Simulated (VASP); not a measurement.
C, 4 atoms in the cell. The structure is hexagonal, space group P6_3/mmc (No. 194). Conventional cell: a = 2.459 Å, b = 2.459 Å, c = 7.293 Å, α = 90.00°, β = 90.00°, γ = 120.00°. Within 1.9 Å of C (site symmetry -6m2) lie 3 C at 1.42 Å. C (site symmetry -6m2) has 3 C at 1.42 Å within 1.9 Å. 

* Program: VASP 6.6.1
* Task: single point
* Functional: PBEsol
* Potentials or basis: VASP PAW PBE potentials, release 64 (C)
* Cutoff: 520 eV
* k mesh: 24 × 24 × 8
* Occupations: gaussian, width 0.1 eV
* Spin: no spin polarisation
* Dipole correction: no
* Further INCAR settings: ALGO = Normal; EDIFF = 1e-06; NBANDS = 16

Potentials or basis: VASP PAW PBE potentials, release 64 (C).

The run is started by

```sh
$ cat potpaw_PBE.64/C/POTCAR > POTCAR
$ mpirun -np 1 vasp_std > vasp.out
```

Hardware: 1 thread of Intel(R) Xeon(R) Platinum 8375C CPU @ 2.90GHz (Ice Lake), with other jobs on the host.

Q: Estimate the wall time of this run.

A: Run time: 120 s on 1 thread of Intel(R) Xeon(R) Platinum 8375C CPU @ 2.90GHz (Ice Lake) (shared host), peak memory 0.24 GiB. Counts: scf iterations 13, k points 305.
